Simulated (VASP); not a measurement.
A run of VASP 6.6.1:

Contents of INCAR:

```
ALGO = Normal ; EDIFF = 1E-6
ENCUT = 520 ; GGA = PE
ISIF = 2 ; ISMEAR = 0
IVDW = 12 ; LASPH = T
LCHARG = F ; LREAL = F
LWAVE = F ; NBANDS = 22
NELM = 100 ; PREC = Accurate
SIGMA = 0.1
```

KPOINTS

```
k-points
0
Gamma
  6 6 6
```

The input POSCAR:

```
AlC6
1.0
    4.2768865467     -0.0000000029      0.0000000000
   -2.1384432708      3.7038924000      0.0000000000
    0.0000000000      0.0000000000      5.6707889997
Al C
1 6
Direct
    0.0000000000      0.0000000000      0.5000000000
    0.6663639680      0.0000000000      0.0000000000
    0.3336360320      0.3336360320      0.0000000000
    0.0000000000      0.6663639680      0.0000000000
    0.3336360320      0.0000000000      0.0000000000
    0.0000000000      0.3336360320      0.0000000000
    0.6663639680      0.6663639680      0.0000000000
```

Potentials or basis: VASP PAW PBE potentials, release 64 (Al, C).

The run is started by

```sh
$ cat potpaw_PBE.64/Al/POTCAR potpaw_PBE.64/C/POTCAR > POTCAR
$ mpirun -np 1 vasp_std > vasp.out
```

Hardware: 1 thread of AMD EPYC 9R45 96-Core Processor (Zen 5), with other jobs on the host.

**Question.** How long does it take, and how much memory?

**Answer.** Run time: 40 s on 1 thread of AMD EPYC 9R45 96-Core Processor (Zen 5), on a shared host, peak memory 0.19 GiB. Counts: scf iterations 15, k points 28.
